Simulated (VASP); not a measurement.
# CuAu3 in VASP: further runs

The runs below take CuAu3 through single point, relaxation of cell and atoms, with PBEsol.

All numbers are computed with VASP 6.6.1; they aren't measurements. Logs are shortened: lines on timing, memory, paths and dates and some standing lists are left out, and cuts for length are marked.

### Step 1. The cell of the first run

Symmetry: Pm-3m, No. 221, cubic system. Conventional cell: a = 4.133 Å, b = 4.133 Å, c = 4.133 Å, α = 90.00°, β = 90.00°, γ = 90.00°. Cu (site symmetry m-3m) has 12 Au at 2.92 Å within 3.8 Å. Within 3.8 Å of Au (site symmetry 4/mmm) lie 4 Cu at 2.92 Å and 8 Au at 2.92 Å.

### Step 2. Single point, PBEsol (equal strain along all axes, cell held: +4.0 %)

The input, INCAR:

```
SYSTEM = CuAu3
ALGO = Fast ; EDIFF = 1E-7
ENCUT = 520 ; GGA = PS
ISIF = 2 ; ISMEAR = 0
LASPH = .True. ; LCHARG = .False.
LREAL = .False. ; LWAVE = .False.
NBANDS = 30 ; NELM = 100
PREC = Accurate ; SIGMA = 0.1
```

The input, KPOINTS:

```
k-points
0
Gamma
  14 14 14
  0 0 0
```

The input, POSCAR:

```
CuAu3
1.0
    4.1332218187      0.0000000000      0.0000000000
    0.0000000000      4.1332218187      0.0000000000
    0.0000000000      0.0000000000      4.1332218187
Cu Au
1 3
Direct
    0.0000000000      0.0000000000      0.0000000000
    0.0000000000      0.5000000000      0.5000000000
    0.5000000000      0.0000000000      0.5000000000
    0.5000000000      0.5000000000      0.0000000000
```

Potentials or basis: VASP PAW PBE potentials, release 64 (Cu, Au).

Launch:

```sh
$ cat potpaw_PBE.64/Cu/POTCAR potpaw_PBE.64/Au/POTCAR > POTCAR
$ mpirun -np 1 vasp_std > vasp.out
```

OUTCAR:

```text
SYSTEM = CuAu3
   EDIFF = 1E-7
   ENCUT = 520
   GGA = PS
   ISIF = 2
   ISMEAR = 0
   LASPH = .True.
   LREAL = .False.
   NELM = 100
   PREC = Accurate

 ion  position               nearest neighbor table
   1  0.000  0.000  0.000-   2 2.92   3 2.92   4 2.92   2 2.92   3 2.92   2 2.92   4 2.92   2 2.92
                             3 2.92   4 2.92   3 2.92   4 2.92
   2  0.000  0.500  0.500-   1 2.92   3 2.92   4 2.92   1 2.92   4 2.92   1 2.92   3 2.92   1 2.92
                             3 2.92   4 2.92   4 2.92   3 2.92
   3  0.500  0.000  0.500-   1 2.92   2 2.92   4 2.92   1 2.92   4 2.92   2 2.92   4 2.92   4 2.92
                             1 2.92   2 2.92   1 2.92   2 2.92
   4  0.500  0.500  0.000-   1 2.92   2 2.92   3 2.92   2 2.92   3 2.92   1 2.92   3 2.92   3 2.92
                             1 2.92   2 2.92   2 2.92   1 2.92

  LATTYP: Found a simple cubic cell.
 ALAT       =     4.1332218187

  Lattice vectors:

 A1 = (   4.1332218187,   0.0000000000,   0.0000000000)
 A2 = (   0.0000000000,   4.1332218187,   0.0000000000)
 A3 = (   0.0000000000,   0.0000000000,   4.1332218187)

Analysis of symmetry for initial positions (statically):
=====================================================================
 Subroutine PRICEL returns:
 Original cell was already a primitive cell.

 Routine SETGRP: Setting up the symmetry group for a
 simple cubic supercell.

 Subroutine GETGRP returns: Found 48 space group operations
 (whereof 48 operations were pure point group operations)
 out of a pool of 48 trial point group operations.

The static configuration has the point symmetry O_h .

Analysis of symmetry for dynamics (positions and initial velocities):
=====================================================================
 Subroutine PRICEL returns:
 Original cell was already a primitive cell.

 Routine SETGRP: Setting up the symmetry group for a
 simple cubic supercell.

 Subroutine GETGRP returns: Found 48 space group operations
 (whereof 48 operations were pure point group operations)
 out of a pool of 48 trial point group operations.

The dynamic configuration has the point symmetry O_h .

 Subroutine INISYM returns: Found 48 space group operations
 (whereof 48 operations are pure point group operations),
 and found     1 'primitive' translations

----------------------------------------------------------------------------------------

                                     Primitive cell

[... 95 lines left out ...]
   LREAL  =      F    real-space projection
   EDIFFG = 0.1E-05   stopping-criterion for IOM
   NSW    =      0    number of steps for IOM
   IBRION =     -1    ionic relax: 0-MD 1-quasi-New 2-CG
   NFREE  =      0    steps in history (QN), initial steepest desc. (CG)
   ISIF   =      2    stress and relaxation
   ISYM   =      2    0-nonsym 1-usesym 2-fastsym
   POTIM  = 0.5000    time-step for ionic-motion
   TEBEG  =    0.0;   TEEND  =   0.0 temperature during run
   PSTRESS=    0.0 pullay stress
   NELECT =      44.0000    total number of electrons
   NUPDOWN=      -1.0000    fix difference up-down
   EMIN   =  10.00;   EMAX   =-10.00  energy-range for DOS
   EFERMI =   0.00;   METHOD = LEGACY
   ISMEAR =     0;   SIGMA  =   0.10  broadening in eV -4-tet -1-fermi 0-gaus
   EFERMI_NEDOS =   21; number of points for ismear=-14 and -15
   IALGO  =     68    algorithm
   IMIX   =      4    mixing-type and parameters
     AMIX     =   0.40;   BMIX     =  1.00
     AMIX_MAG =   1.60;   BMIX_MAG =  1.00
  volume/ion in A,a.u.               =      17.65       119.12
  Fermi-wavevector in a.u.,A,eV,Ry     =   1.398311  2.642424 26.603101  1.955273
  Thomas-Fermi vector in A             =   2.521481
   LORBIT       =      0    0 simple, 1 ext, 2 COOP (PROOUT), +10 PAW based schemes
   GGA     = PS    functional components
   LHFCALC =     F    Hartree Fock is set to
   AEXX    =    0.0000 exact exchange contribution
   IVDW    =     0    specifies the selected vdW correction
   LEPSILON=     F    determine dielectric tensor
   LRPA    =     F    only Hartree local field effects (RPA)
 non-spin polarized calculation
 RMM-DIIS sequential band-by-band and
 Gauss-broadening in eV      SIGMA  =   0.10
  energy-cutoff  :      520.00
  volume of cell :       70.61
 maximum number of plane-waves:      1935
 NGX is ok and might be reduce to    32
   NGX = 15   NGY = 15   NGZ = 15

 number of electron      43.9999965 magnetization

 Free energy of the ion-electron system (eV)
  ---------------------------------------------------
  ext. energy  EPLUGINS =         0.00000000
  ---------------------------------------------------
  free energy    TOTEN  =       -15.79269692 eV

  energy without entropy =      -15.78835938  energy(sigma->0) =      -15.79052815

 E-fermi :   7.3286     XC(G=0): -12.2136

 val. band max:        7.3190118982   @ k =   0.3571   0.3571   0.1429
 cond. band min:       7.3551306613   @ k =   0.2857   0.2143   0.2143
 fundamental gap:      0.0361187631
 Fermi energy:         7.3286217311

 k-point     1 :       0.0000    0.0000    0.0000
  band No.  band energies     occupation
      1      -1.5555      2.00000
      2       0.8497      2.00000
      3       1.5366      2.00000
      4       1.5366      2.00000
      5       1.5366      2.00000
      6       1.6336      2.00000
[... 781 lines left out ...]
     29      16.9910      0.00000
     30      17.8765      0.00000

 [... further k-points ...]

------------------------ aborting loop because EDIFF is reached ----------------------------------------

  FORCE on cell =-STRESS in cart. coord.  units (eV):
  Direction    XX          YY          ZZ          XY          YZ          ZX
  --------------------------------------------------------------------------------------
  -------------------------------------------------------------------------------------
  Total       -6.4485338     -6.4485338     -6.4485338      0.0000000      0.0000000     -0.0000000
  in kB     -146.3205835   -146.3205835   -146.3205835      0.0000000      0.0000000     -0.0000000
  external PRESSURE =    -146.3205835 kB  Pullay stress =       0.0000000 kB

 VOLUME and BASIS-vectors are now :
 -----------------------------------------------------------------------------
  energy-cutoff  :      520.00
  volume of cell :       70.61
      direct lattice vectors                 reciprocal lattice vectors
     4.133221819  0.000000000  0.000000000     0.241942011  0.000000000  0.000000000
     0.000000000  4.133221819  0.000000000     0.000000000  0.241942011  0.000000000
     0.000000000  0.000000000  4.133221819     0.000000000  0.000000000  0.241942011

 POSITION                                       TOTAL-FORCE (eV/Angst)
 -----------------------------------------------------------------------------------
      0.00000      0.00000      0.00000         0.000000      0.000000      0.000000
      0.00000      2.06661      2.06661         0.000000      0.000000      0.000000
      2.06661      0.00000      2.06661         0.000000      0.000000      0.000000
      2.06661      2.06661      0.00000         0.000000      0.000000      0.000000
 -----------------------------------------------------------------------------------
    total drift:                                0.000000     -0.000000     -0.000000

  FREE ENERGIE OF THE ION-ELECTRON SYSTEM (eV)
  ---------------------------------------------------
  free  energy   TOTEN  =       -15.7926969200 eV

  energy  without entropy=      -15.7883593846  energy(sigma->0) =      -15.79052815
```

Wall time 3.2 min (1 thread of Intel Xeon 6975P-C, shared host); peak memory 0.34 GiB.

What came out:

- Free energy: -15.7927 eV
- Pressure: -14.6 GPa
- Band gap on the k mesh: zero (band 22 reaches 8.57 eV, above the bottom of band 23 at 6.71 eV)

Levels at points of the mesh, in eV from the Fermi level:
```csv
k point,band 20,band 21,band 22,band 23,band 24,band 25
"(0.00, 0.00, 0.00)",-1.36,-1.36,1.24,1.24,1.24,5.07
"(0.50, 0.00, 0.00)",-1.72,-1.55,-1.36,4.70,4.83,5.59
"(0.50, 0.50, 0.00)",-1.90,-0.73,-0.21,-0.21,-0.21,7.81
"(0.50, 0.50, 0.50)",-1.49,-0.67,-0.61,-0.61,-0.61,2.44
```

Caveat: the cell differs from its parent crystal (equal strain along all axes, cell held: +4.0 %); the PAW data sets were made with another functional, which shifts forces and pressure a little; spin-orbit coupling is left out, which moves the levels of the heavy elements.

(Continued in part 2 of 3.)
